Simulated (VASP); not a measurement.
# BiTe (P-6m2) in VASP: a series of runs, part 2 of 2

VASP 6.6.1. Earlier steps stand in the parts before.

### Step 6. Relaxation of cell and atoms, PBE

The input, INCAR:

```
SYSTEM = BiTe
PREC = Accurate
ENCUT = 600
EDIFF = 1E-6
ISMEAR = 0
SIGMA = 0.1
LREAL = .FALSE.
LASPH = .TRUE.
NELM = 80
ALGO = Normal
ISIF = 3
LWAVE = .FALSE.
LCHARG = .FALSE.
GGA = PE
IBRION = 2
NSW = 100
EDIFFG = -0.01
```

The input, KPOINTS:

```
Automatic mesh
0
G
  18 18 12
  0 0 0
```

The input, POSCAR:

```
BiTe
1.0
    4.1810674927      0.0000000000      0.0000000000
   -2.0905337463      3.6209106636      0.0000000000
    0.0000000000      0.0000000000      4.3971079575
Bi Te
1 1
Direct
    0.3333333333      0.6666666667      0.5000000000
    0.0000000000      0.0000000000      0.0000000000
```

Potentials or basis: VASP PAW PBE potentials, release 64 (Bi_d, Te).

The run is started by

```sh
cat potpaw_PBE.64/Bi_d/POTCAR potpaw_PBE.64/Te/POTCAR > POTCAR
mpirun -np 1 vasp_std > vasp.out
```

OUTCAR:

```text
SYSTEM = BiTe
   PREC = Accurate
   ENCUT = 600
   EDIFF = 1E-6
   ISMEAR = 0
   LREAL = .FALSE.
   LASPH = .TRUE.
   NELM = 80
   ISIF = 3
   GGA = PE
   IBRION = 2
   NSW = 100
   EDIFFG = -0.01

 ion  position               nearest neighbor table
   1  0.333  0.667  0.500-   2 3.27   2 3.27   2 3.27   2 3.27   2 3.27   2 3.27
   2  0.000  0.000  0.000-   1 3.27   1 3.27   1 3.27   1 3.27   1 3.27   1 3.27

  LATTYP: Found a hexagonal cell.
 ALAT       =     4.1810674927
 C/A-ratio  =     1.0516711259

  Lattice vectors:

 A1 = (   4.1810674927,   0.0000000000,   0.0000000000)
 A2 = (  -2.0905337463,   3.6209106636,   0.0000000000)
 A3 = (   0.0000000000,   0.0000000000,   4.3971079575)

Analysis of symmetry for initial positions (statically):
=====================================================================
 Subroutine PRICEL returns:
 Original cell was already a primitive cell.

 Routine SETGRP: Setting up the symmetry group for a
 hexagonal supercell.

 Subroutine GETGRP returns: Found 12 space group operations
 (whereof 12 operations were pure point group operations)
 out of a pool of 24 trial point group operations.

The static configuration has the point symmetry D_3h.

Analysis of symmetry for dynamics (positions and initial velocities):
=====================================================================
 Subroutine PRICEL returns:
 Original cell was already a primitive cell.

[... 305 lines left out ...]
  ext. energy  EPLUGINS =         0.00000000
  ---------------------------------------------------
  free energy    TOTEN  =        -7.03053786 eV

  energy without entropy =       -7.02345369  energy(sigma->0) =       -7.02699577

 E-fermi :   6.8099     XC(G=0):  -9.5916

 val. band max:        6.8077844632   @ k =   0.2778   0.2222   0.0000
 cond. band min:       6.8128822822   @ k =   0.3889   0.1111   0.3333
 fundamental gap:      0.0050978190
 Fermi energy:         6.8098820802

 k-point     1 :       0.0000    0.0000    0.0000
  band No.  band energies     occupation
      1     -16.4687      2.00000
      2     -16.4421      2.00000
      3     -16.4421      2.00000
      4     -16.4371      2.00000
      5     -16.4371      2.00000
      6      -6.6680      2.00000
      7      -1.7260      2.00000
      8       2.8557      2.00000
      9       5.3989      2.00000
     10       5.3989      2.00000
     11       8.5701      0.00000
     12       8.5701      0.00000
     13      10.1324      0.00000
     14      11.1015      0.00000
[... 377 lines left out ...]
      1     -16.4587      2.00000
      2     -16.4535      2.00000
      3     -16.4454      2.00000
      4     -16.4340      2.00000
      5     -16.4142      2.00000
      6      -5.0558      2.00000
      7      -3.5099      2.00000
      8       2.9352      2.00000
      9       4.5030      2.00000
     10       4.6574      2.00000
     11       6.5599      1.99959
     12       7.1737      0.00000
     13       9.3870      0.00000
     14      10.6413      0.00000

 [... further k-points ...]

------------------------ aborting loop because EDIFF is reached ----------------------------------------

  FORCE on cell =-STRESS in cart. coord.  units (eV):
  Direction    XX          YY          ZZ          XY          YZ          ZX
  --------------------------------------------------------------------------------------
  -------------------------------------------------------------------------------------
  Total        0.0072013      0.0072013     -0.0071347      0.0000000      0.0000000      0.0000000
  in kB        0.1744654      0.1744654     -0.1728510      0.0000000      0.0000000      0.0000000
  external PRESSURE =       0.0586933 kB  Pullay stress =       0.0000000 kB
[... 17 lines left out ...]
  FREE ENERGIE OF THE ION-ELECTRON SYSTEM (eV)
  ---------------------------------------------------
  free  energy   TOTEN  =        -7.0305378603 eV

  energy  without entropy=       -7.0234536872  energy(sigma->0) =       -7.02699577

 reached required accuracy - stopping structural energy minimisation
```

OSZICAR:

```text
N       E                     dE             d eps       ncg     rms          rms(c)
DAV:   1     0.161680167117E+03    0.16168E+03   -0.10964E+04  7252   0.161E+03
DAV:   2     0.549767160947E+01   -0.15618E+03   -0.15438E+03  7528   0.382E+02
DAV:   3    -0.677804123293E+01   -0.12276E+02   -0.12096E+02  9490   0.108E+02
DAV:   4    -0.709037235542E+01   -0.31233E+00   -0.31199E+00  8966   0.191E+01
[... 37 lines left out ...]
DAV:   2    -0.703110944210E+01    0.24261E-02   -0.46887E-03  8950   0.113E+00    0.126E-01
DAV:   3    -0.703054545852E+01    0.56398E-03   -0.22463E-03  9238   0.708E-01    0.291E-02
DAV:   4    -0.703054332153E+01    0.21370E-05   -0.60423E-05  7602   0.779E-02    0.281E-02
DAV:   5    -0.703053851673E+01    0.48048E-05   -0.14178E-05 11232   0.420E-02    0.680E-03
DAV:   6    -0.703053786035E+01    0.65638E-06   -0.28070E-06  6066   0.267E-02
   5 F= -.70305379E+01 E0= -.70269958E+01  d E =-.396482E-03
```

CONTCAR:

```text
BiTe
   1.00000000000000
     4.1403310815007570   -0.0000000000005596   -0.0000000000000000
    -2.0701655407013506    3.5856318966431782    0.0000000000000000
     0.0000000000000000   -0.0000000000000000    4.4546575522666743
  Bi              Te
     1     1
Direct
     0.3333333332999970    0.6666666667000030    0.5000000000000000
     0.0000000000000000    1.0000000000000000    0.0000000000000000

  0.00000000E+00  0.00000000E+00  0.00000000E+00
  0.00000000E+00  0.00000000E+00  0.00000000E+00
```

Run time: 10 min. Hardware: 1 thread of Intel Xeon Platinum 8488C (Sapphire Rapids), shared host; peak memory 0.49 GiB.

Results:

- Free energy: -7.0305 eV
- Relaxed volume: 33.07 Å³/atom
- Relaxed cell: a = 4.140 Å, b = 4.140 Å, c = 4.455 Å, α = 90.00°, β = 90.00°, γ = 120.00°
- Space group after relaxing (to 0.1 Å): P-6m2 (No. 187)
- Energy gained by relaxing: 1.3 meV/atom
- Ionic steps: 5
- Pressure after relaxing: 0.0 GPa
- Band gap on the k mesh: zero (an odd number of electrons rules out a gap without spin polarisation)

Step by step:
```
step  energy change (eV)  largest force (eV/Å)  pressure (GPa)  volume (Å³)
   1              0.0000                0.0000            0.01        66.57
   2             -0.0016                0.0000           -0.13        66.58
   3             -0.0023                0.0000           -0.29        66.59
   4             -0.0026                0.0000            0.14        65.89
   5             -0.0027                0.0000            0.01        66.13
```

Final structure:
```xyz
2
Lattice="4.1403 0.0000 0.0000 -2.0702 3.5856 0.0000 0.0000 0.0000 4.4547" Properties=species:S:1:pos:R:3 pbc="T T T"
Bi    0.0000    2.3904    2.2273
Te   -2.0702    3.5856    0.0000
```

Caveat: spin-orbit coupling is left out, which moves the levels of the heavy elements.

### Step 7. Overview

```tsv
task	cell	k mesh	cutoff (eV)	gap on the mesh (eV)	pressure (GPa)	relaxed volume (Å³/atom)
single point	a = 4.181, b = 4.181, c = 4.397 Å, angles 90.0, 90.0, 120.0°, 2 atoms	6 × 6 × 4	520	none	0.2	-
single point	a = 3.950, b = 3.950, c = 5.027 Å, angles 90.0, 90.0, 120.0°, 2 atoms	6 × 6 × 4	520	none	-3.1	-
relaxation of cell and atoms	relaxed from a = 3.950, b = 3.950, c = 5.027 Å, angles 90.0, 90.0, 120.0°, 2 atoms	6 × 6 × 4	600	none	0.0	33.65
single point	a = 4.141, b = 4.141, c = 4.453 Å, angles 90.0, 90.0, 120.0°, 2 atoms	18 × 18 × 12	520	none	0.0	-
relaxation of cell and atoms	relaxed from a = 4.181, b = 4.181, c = 4.397 Å, angles 90.0, 90.0, 120.0°, 2 atoms	18 × 18 × 12	600	none	0.0	33.07
```

Alike in all rows: level PBE; potentials or basis VASP PAW PBE potentials, release 64 (Bi_d, Te); no spin polarisation; smearing gaussian 0.1 eV.

Caveats: spin-orbit coupling is left out, which moves the levels of the heavy elements; the cell stands under tension (at least some runs).

Total energies depend on the potentials used, so only differences within one code and one set of settings carry meaning.
